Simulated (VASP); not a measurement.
# Ti (P6/mmm) in VASP: a series of runs

Ti is run at these levels: PBEsol; tasks: single point.

Everything below comes from runs of VASP 6.6.1. Logs are shortened: lines on timing, memory, paths and dates and some standing lists are left out, and cuts for length are marked.

## 1. The cell of the first run

The structure is hexagonal, space group P6/mmm (No. 191). The conventional cell has a = 4.434 Å, b = 4.434 Å, c = 3.000 Å, α = 90.00°, β = 90.00°, γ = 120.00°. Ti (site symmetry 6/mmm) has 14 Ti at 2.97 to 3.00 Å within 3.9 Å. Ti (site symmetry -6m2) has 11 Ti at 2.56 to 3.00 Å within 3.4 Å.

## 2. Single point, PBEsol

File INCAR:

```
SYSTEM = Ti
PREC = Accurate ; ENCUT = 520
EDIFF = 1E-6 ; ISMEAR = 0
SIGMA = 0.15 ; LREAL = .FALSE.
LASPH = .TRUE. ; NELM = 100
ALGO = Fast ; ISIF = 2
LWAVE = .FALSE. ; LCHARG = .TRUE.
GGA = PS ; LELF = .TRUE.
LVHAR = .TRUE. ; NBANDS = 25
```

File KPOINTS:

```
regular mesh
0
G
  12 12 14
  0 0 0
```

File POSCAR:

```
Ti
1.0
    4.4336000000      0.0000000000      0.0000000000
   -2.2168000000      3.8396102302      0.0000000000
    0.0000000000      0.0000000000      2.9998000000
Ti
3
Direct
    0.0000000000      0.0000000000      0.0000000000
    0.3333333333      0.6666666667      0.5000000000
    0.6666666667      0.3333333333      0.5000000000
```

Potentials or basis: VASP PAW PBE potentials, release 64 (Ti_sv).

Started as:

```bash
> cat potpaw_PBE.64/Ti_sv/POTCAR > POTCAR
> mpirun -np 1 vasp_std > vasp.out
```

OUTCAR:

```text
SYSTEM = Ti
   PREC = Accurate
   ENCUT = 520
   EDIFF = 1E-6
   ISMEAR = 0
   LREAL = .FALSE.
   LASPH = .TRUE.
   NELM = 100
   ISIF = 2
   GGA = PS

 ion  position               nearest neighbor table
   1  0.000  0.000  0.000-
   2  0.333  0.667  0.500-   3 2.56   3 2.56   3 2.56
   3  0.667  0.333  0.500-   2 2.56   2 2.56   2 2.56

  LATTYP: Found a hexagonal cell.
 ALAT       =     4.4336000000
 C/A-ratio  =     0.6766059184

  Lattice vectors:

 A1 = (   4.4336000000,   0.0000000000,   0.0000000000)
 A2 = (  -2.2168000000,   3.8396102302,   0.0000000000)
 A3 = (   0.0000000000,   0.0000000000,   2.9998000000)

Analysis of symmetry for initial positions (statically):
=====================================================================
 Subroutine PRICEL returns:
 Original cell was already a primitive cell.

 Routine SETGRP: Setting up the symmetry group for a
 hexagonal supercell.

 Subroutine GETGRP returns: Found 24 space group operations
 (whereof 24 operations were pure point group operations)
 out of a pool of 24 trial point group operations.

The static configuration has the point symmetry D_6h.

Analysis of symmetry for dynamics (positions and initial velocities):
=====================================================================
 Subroutine PRICEL returns:
 Original cell was already a primitive cell.

 Routine SETGRP: Setting up the symmetry group for a
 hexagonal supercell.

 Subroutine GETGRP returns: Found 24 space group operations
 (whereof 24 operations were pure point group operations)
 out of a pool of 24 trial point group operations.

The dynamic configuration has the point symmetry D_6h.

 Subroutine INISYM returns: Found 24 space group operations
 (whereof 24 operations are pure point group operations),
 and found     1 'primitive' translations

----------------------------------------------------------------------------------------

                                     Primitive cell

  volume of cell :      51.0665

  direct lattice vectors                    reciprocal lattice vectors
     4.433600000  0.000000000  0.000000000     0.225550343  0.130221551  0.000000000
    -2.216800000  3.839610230  0.000000000     0.000000000  0.260443102  0.000000000
     0.000000000  0.000000000  2.999800000     0.000000000  0.000000000  0.333355557

  length of vectors
     4.433600000  4.433600000  2.999800000     0.260443102  0.260443102  0.333355557

  position of ions in fractional coordinates (direct lattice)
     0.000000000  0.000000000  0.000000000
     0.333333333  0.666666667  0.500000000
     0.666666667  0.333333333  0.500000000

  ion indices of the primitive-cell ions
   primitive index   ion index
                 1           1
                 2           2
                 3           3

----------------------------------------------------------------------------------------

 KPOINTS: regular mesh

Automatic generation of k-mesh.
 Grid dimensions read from file:
 generate k-points for:   12   12   14

 Generating k-lattice:

  Cartesian coordinates                     Fractional coordinates (reciprocal lattice)
     0.018795862  0.010851796  0.000000000     0.083333333  0.000000000  0.000000000
     0.000000000  0.021703592  0.000000000     0.000000000  0.083333333  0.000000000
     0.000000000  0.000000000  0.023811111     0.000000000  0.000000000  0.071428571

  Length of vectors
     0.021703592  0.021703592  0.023811111

  Shift w.r.t. Gamma in fractional coordinates (k-lattice)
     0.000000000  0.000000000  0.000000000

 Subroutine IBZKPT returns following result:
 ===========================================

 Found    152 irreducible k-points:

 Following reciprocal coordinates:
            Coordinates               Weight
  0.000000  0.000000  0.000000      1.000000
  0.083333  0.000000  0.000000      6.000000
  0.166667  0.000000  0.000000      6.000000
  0.250000  0.000000  0.000000      6.000000
  0.333333  0.000000  0.000000      6.000000
  0.416667  0.000000  0.000000      6.000000
[... 16 lines left out ...]
  0.250000  0.000000  0.071429     12.000000
  0.333333  0.000000  0.071429     12.000000
 [... further k-points ...]
   k-points           NKPTS =    152   k-points in BZ     NKDIM =    152   number of bands    NBANDS=     25
   number of dos      NEDOS =    301   number of ions     NIONS =      3
   total plane-waves  NPLWV =  31104
   dimension x,y,z NGX =    36 NGY =   36 NGZ =   24
   dimension x,y,z NGXF=    72 NGYF=   72 NGZF=   48
   ions per type =               3
   NGX,Y,Z   is equivalent  to a cutoff of  13.50, 13.50, 13.30 a.u.
   NGXF,Y,Z  is equivalent  to a cutoff of  27.00, 27.00, 26.60 a.u.
 SYSTEM =  Ti
   PREC   = accura    normal or accurate (medium, high low for compatibility)
   ISTART =      0    job   : 0-new  1-cont  2-samecut
   ICHARG =      2    charge: 1-file 2-atom 10-const
   ISPIN  =      1    spin polarized calculation?
   LNONCOLLINEAR =      F non collinear calculations
   LSORBIT =      F    spin-orbit coupling
   LASPH  =      T    aspherical Exc in radial PAW
   ENCUT  =  520.0 eV  38.22 Ry    6.18 a.u.   8.24  8.24  5.58*2*pi/ulx,y,z
   NELM   =    100;   NELMIN=  2; NELMDL= -5     # of ELM steps
   EDIFF  = 0.1E-05   stopping-criterion for ELM
   LREAL  =      F    real-space projection
   EDIFFG = 0.1E-04   stopping-criterion for IOM
   NSW    =      0    number of steps for IOM
   IBRION =     -1    ionic relax: 0-MD 1-quasi-New 2-CG
   NFREE  =      0    steps in history (QN), initial steepest desc. (CG)
   ISIF   =      2    stress and relaxation
   ISYM   =      2    0-nonsym 1-usesym 2-fastsym
   POTIM  = 0.5000    time-step for ionic-motion
   TEBEG  =    0.0;   TEEND  =   0.0 temperature during run
   PSTRESS=    0.0 pullay stress
   NELECT =      36.0000    total number of electrons
   NUPDOWN=      -1.0000    fix difference up-down
   EMIN   =  10.00;   EMAX   =-10.00  energy-range for DOS
   EFERMI =   0.00;   METHOD = LEGACY
   ISMEAR =     0;   SIGMA  =   0.15  broadening in eV -4-tet -1-fermi 0-gaus
   EFERMI_NEDOS =   21; number of points for ismear=-14 and -15
   IALGO  =     68    algorithm
   IMIX   =      4    mixing-type and parameters
     AMIX     =   0.40;   BMIX     =  1.00
     AMIX_MAG =   1.60;   BMIX_MAG =  1.00
  volume/ion in A,a.u.               =      17.02       114.87
  Fermi-wavevector in a.u.,A,eV,Ry     =   1.457014  2.753357 28.883663  2.122889
  Thomas-Fermi vector in A             =   2.573865
   LORBIT       =      0    0 simple, 1 ext, 2 COOP (PROOUT), +10 PAW based schemes
   GGA     = PS    functional components
   LHFCALC =     F    Hartree Fock is set to
   AEXX    =    0.0000 exact exchange contribution
   IVDW    =     0    specifies the selected vdW correction
   LEPSILON=     F    determine dielectric tensor
   LRPA    =     F    only Hartree local field effects (RPA)
 non-spin polarized calculation
 RMM-DIIS sequential band-by-band and
 Gauss-broadening in eV      SIGMA  =   0.15
  energy-cutoff  :      520.00
  volume of cell :       51.07
 maximum number of plane-waves:      1392
 NGX is ok and might be reduce to    36

 number of electron      35.9999992 magnetization

 Free energy of the ion-electron system (eV)
  ---------------------------------------------------
  ext. energy  EPLUGINS =         0.00000000
  ---------------------------------------------------
  free energy    TOTEN  =       -24.91085124 eV

  energy without entropy =      -24.87692701  energy(sigma->0) =      -24.89388912

 E-fermi :   8.3558     XC(G=0): -11.7202

 val. band max:        8.3419103634   @ k =   0.1667   0.1667   0.0000
 cond. band min:       8.3584680911   @ k =   0.5000   0.0000   0.2857
 fundamental gap:      0.0165577277
 Fermi energy:         8.3558269689

 k-point     1 :       0.0000    0.0000    0.0000
  band No.  band energies     occupation
      1     -48.3734      2.00000
      2     -48.0559      2.00000
      3     -47.8190      2.00000
      4     -24.7931      2.00000
      5     -24.7931      2.00000
      6     -24.6929      2.00000
[... 17 lines left out ...]
     24       9.7672      0.00000
     25       9.7676      0.00000

 k-point     2 :       0.0833    0.0000    0.0000
  band No.  band energies     occupation
      1     -48.3724      2.00000
      2     -48.0532      2.00000
      3     -47.8229      2.00000
      4     -24.8211      2.00000
      5     -24.8158      2.00000
      6     -24.6658      2.00000
[... 17 lines left out ...]
     24       9.7867      0.00000
     25      10.0536      0.00000

 k-point     3 :       0.1667    0.0000    0.0000
  band No.  band energies     occupation
      1     -48.3696      2.00000
      2     -48.0452      2.00000
      3     -47.8342      2.00000
      4     -24.8696      2.00000
      5     -24.8406      2.00000
      6     -24.6200      2.00000
[... 17 lines left out ...]
     24      10.0049      0.00000
     25      10.3760      0.00000

 k-point     4 :       0.2500    0.0000    0.0000
  band No.  band energies     occupation
      1     -48.3659      2.00000
      2     -48.0320      2.00000
      3     -47.8517      2.00000
      4     -24.9156      2.00000
      5     -24.8432      2.00000
      6     -24.5780      2.00000
[... 17 lines left out ...]
     24      10.2914      0.00000
     25      10.6765      0.00000

 k-point     5 :       0.3333    0.0000    0.0000
  band No.  band energies     occupation
      1     -48.3624      2.00000
      2     -48.0149      2.00000
      3     -47.8730      2.00000
      4     -24.9519      2.00000
      5     -24.8224      2.00000
      6     -24.5458      2.00000
[... 17 lines left out ...]
     24      10.6091      0.00000
     25      10.6460      0.00000

 k-point     6 :       0.4167    0.0000    0.0000
  band No.  band energies     occupation
      1     -48.3599      2.00000
      2     -47.9974      2.00000
      3     -47.8934      2.00000
      4     -24.9750      2.00000
      5     -24.7893      2.00000
      6     -24.5258      2.00000
[... 17 lines left out ...]
     24      10.1957      0.00000
     25      10.9221      0.00000
[... 393 lines left out ...]
 k-point    21 :       0.0833    0.0000    0.0714
  band No.  band energies     occupation
      1     -48.3703      2.00000
      2     -48.0524      2.00000
      3     -47.8216      2.00000
      4     -24.8168      2.00000
      5     -24.8119      2.00000
      6     -24.6648      2.00000
[... 17 lines left out ...]
     24       9.7659      0.00000
     25      10.2126      0.00000

 k-point    22 :       0.1667    0.0000    0.0714
  band No.  band energies     occupation
      1     -48.3676      2.00000
      2     -48.0443      2.00000
      3     -47.8329      2.00000
      4     -24.8643      2.00000
      5     -24.8368      2.00000
      6     -24.6205      2.00000
[... 17 lines left out ...]
     24       9.9668      0.00000
     25      10.4840      0.00000

 k-point    23 :       0.2500    0.0000    0.0714
  band No.  band energies     occupation
      1     -48.3641      2.00000
      2     -48.0309      2.00000
      3     -47.8503      2.00000
      4     -24.9094      2.00000
      5     -24.8402      2.00000
      6     -24.5800      2.00000
[... 17 lines left out ...]
     24      10.2481      0.00000
     25      10.9098      0.00000

 k-point    24 :       0.3333    0.0000    0.0714
  band No.  band energies     occupation
      1     -48.3608      2.00000
      2     -48.0136      2.00000
      3     -47.8717      2.00000
      4     -24.9451      2.00000
      5     -24.8210      2.00000
      6     -24.5490      2.00000
[... 17 lines left out ...]
     24      10.5658      0.00000
     25      10.6860      0.00000

 [... further k-points ...]
[... 5 lines left out ...]
  --------------------------------------------------------------------------------------
  -------------------------------------------------------------------------------------
  Total        0.2774049      0.2774049     -4.3098599      0.0000000      0.0000000      0.0000000
  in kB        8.7033974      8.7033974   -135.2190196      0.0000000      0.0000000      0.0000000
  external PRESSURE =     -39.2707416 kB  Pullay stress =       0.0000000 kB

 VOLUME and BASIS-vectors are now :
 -----------------------------------------------------------------------------
  energy-cutoff  :      520.00
  volume of cell :       51.07
      direct lattice vectors                 reciprocal lattice vectors
     4.433600000  0.000000000  0.000000000     0.225550343  0.130221551  0.000000000
    -2.216800000  3.839610230  0.000000000     0.000000000  0.260443102  0.000000000
     0.000000000  0.000000000  2.999800000     0.000000000  0.000000000  0.333355557

 POSITION                                       TOTAL-FORCE (eV/Angst)
 -----------------------------------------------------------------------------------
      0.00000      0.00000      0.00000         0.000000      0.000000     -0.000000
     -0.00000      2.55974      1.49990         0.000000      0.000000      0.000000
      2.21680      1.27987      1.49990        -0.000000      0.000000     -0.000000
 -----------------------------------------------------------------------------------
    total drift:                                0.000000      0.000000     -0.000000

  FREE ENERGIE OF THE ION-ELECTRON SYSTEM (eV)
  ---------------------------------------------------
  free  energy   TOTEN  =       -24.9108512416 eV

  energy  without entropy=      -24.8769270076  energy(sigma->0) =      -24.89388912
```

Run time: 6.2 min. Hardware: 1 thread of Intel Xeon Platinum 8488C (Sapphire Rapids), shared host; peak memory 0.28 GiB.

Results:

* Free energy: -24.9109 eV
* Pressure: -3.9 GPa
* Band gap on the k mesh: zero (band 18 reaches 8.75 eV, above the bottom of band 19 at 8.17 eV)

Stress tensor (GPa, compression positive):
```
  0.87   0.00   0.00
  0.00   0.87   0.00
  0.00   0.00 -13.52
```

Caveat: the PAW data sets were made with another functional, which shifts forces and pressure a little.

## 3. Single point, PBEsol

This run uses another cell than the first one, of the same volume but with other edges.

File INCAR:

```
SYSTEM = Ti
  ALGO = Fast
  EDIFF = 1E-6
  ENCUT = 520
  GGA = PS
  ISIF = 2
  ISMEAR = 0
  LASPH = .True.
  LCHARG = .False.
  LREAL = .False.
  LWAVE = .False.
  NBANDS = 25
  NELM = 60
  PREC = Accurate
  SIGMA = 0.15
```

File KPOINTS:

```
k-points
0
Gamma
  12 12 14
  0 0 0
```

File POSCAR:

```
Ti
1.0
    4.4878000000      0.0000000000      0.0000000000
   -2.2439000000      3.8865488071      0.0000000000
    0.0000000000      0.0000000000      2.9326000000
Ti
3
Direct
    0.0000000000      0.0000000000      0.0000000000
    0.3333333333      0.6666666667      0.5000000000
    0.6666666667      0.3333333333      0.5000000000
```

Potentials or basis: VASP PAW PBE potentials, release 64 (Ti_sv).

Started as:

```bash
> cat potpaw_PBE.64/Ti_sv/POTCAR > POTCAR
> mpirun -np 1 vasp_std > vasp.out
```

Run time: 6.4 min. Hardware: 1 thread of Intel Xeon Platinum 8488C (Sapphire Rapids), shared host; peak memory 0.27 GiB.

It converged, with:

```yaml
Free_energy: -24.9966 eV
Pressure: -4.3 GPa
Band_gap_on_the_k_mesh: zero (band 18 reaches 8.63 eV, above the bottom of band 19 at 8.18 eV)
```

Stress tensor (GPa, compression positive):
```
 -1.20   0.00   0.00
  0.00  -1.20   0.00
  0.00   0.00 -10.40
```

Levels at points of the mesh, in eV from the Fermi level:
```csv
k point,band 16,band 17,band 18,band 19,band 20,band 21
"(0.00, 0.00, 0.00)",-0.66,-0.55,-0.55,0.25,0.95,1.32
"(0.50, 0.00, 0.00)",-0.44,-0.29,-0.28,0.15,0.59,0.76
"(0.00, 0.00, 0.50)",-2.02,-1.66,-1.66,1.17,1.17,1.23
"(0.50, 0.00, 0.50)",-1.19,-0.89,-0.75,0.37,0.70,0.79
```

Caveat: the PAW data sets were made with another functional, which shifts forces and pressure a little.
